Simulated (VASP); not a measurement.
Input of a VASP 6.6.1 run:

File INCAR:

```
PREC = Accurate
ENCUT = 520
EDIFF = 1E-6
ISMEAR = 0
SIGMA = 0.1
LREAL = False
LASPH = True
NELM = 60
ALGO = Normal
ISIF = 2
LWAVE = False
LCHARG = False
GGA = PE
NBANDS = 26
```

KPOINTS

```
Automatic mesh
0
Gamma
  12 12 12
```

File POSCAR:

```
Si
1.0
   -3.3109000000      3.3109000000      3.3109000000
    3.3109000000     -3.3109000000      3.3109000000
    3.3109000000      3.3109000000     -3.3109000000
Si
8
Direct
    0.2060000000      0.2060000000      0.2060000000
    0.5000000000      0.0000000000      0.2940000000
    0.2940000000      0.5000000000      0.0000000000
    0.0000000000      0.2940000000      0.5000000000
    0.7940000000      0.7940000000      0.7940000000
    0.5000000000      0.0000000000      0.7060000000
    0.7060000000      0.5000000000      0.0000000000
    0.0000000000      0.7060000000      0.5000000000
```

Potentials or basis: VASP PAW PBE potentials, release 64 (Si).

Launch:

```bash
$ cat potpaw_PBE.64/Si/POTCAR > POTCAR
$ mpirun -np 1 vasp_std > vasp.out
```

Problem. Estimate the largest force.

Solution. 0.186 eV/Å.

Problem. Predict the pressure.

Solution. 0.9 GPa.

Forces on the atoms (eV/Å):
```
Si  -0.107 -0.107 -0.107
Si   0.107  0.107 -0.107
Si  -0.107  0.107  0.107
Si   0.107 -0.107  0.107
Si   0.107  0.107  0.107
Si  -0.107 -0.107  0.107
Si   0.107 -0.107 -0.107
Si  -0.107  0.107 -0.107
```
